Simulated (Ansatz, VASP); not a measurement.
**One calculation of KMgPd3, two programs**

```
K Mg Pd
1.0
     4.66672    0.00000    0.00000
     0.00000    4.66672    0.00000
     0.00000    0.00000    4.66672
K Mg Pd
1 1 3
Cartesian
  2.3334 2.3334 2.3334
  0.0000 0.0000 0.0000
  2.3334 2.3334 0.0000
  2.3334 0.0000 2.3334
  0.0000 2.3334 2.3334
```

Change from the starting cell: species swapped into the Dy3AlN type (Pm-3m, No. 221).

Alike in both runs: task relaxation of cell and atoms; functional PBE; k mesh 4 × 4 × 4; occupations gaussian, width 0.1 eV; no spin polarisation.

```csv
,VASP,Ansatz
version,VASP 6.6.1,Ansatz 0.2.0
potentials or method,"VASP PAW PBE potentials, release 64 (K_sv, Mg, Pd), cutoff 600 eV","scalar-relativistic, plane waves, PAW"
valence electrons in the cell,41,73
```

```tsv
	VASP	Ansatz	Ansatz less VASP
gap on the k mesh at the Fermi level, each at its own relaxed structure (eV)	none	none	-
relaxed volume (Å³/atom)	25.02	24.74	-0.282
relaxed cell length with the largest relative difference (Å)	5.001	4.982	-0.0189
```

A gap of «none» marks a metal or a gap that the smearing closes. VASP's potentials hold 41 valence electrons a cell and Ansatz's 73, so a difference there can come from the potentials and not from the codes.

Noted on VASP's run: the volume moved by over 15 % at a fixed basis, so the end points are rough.
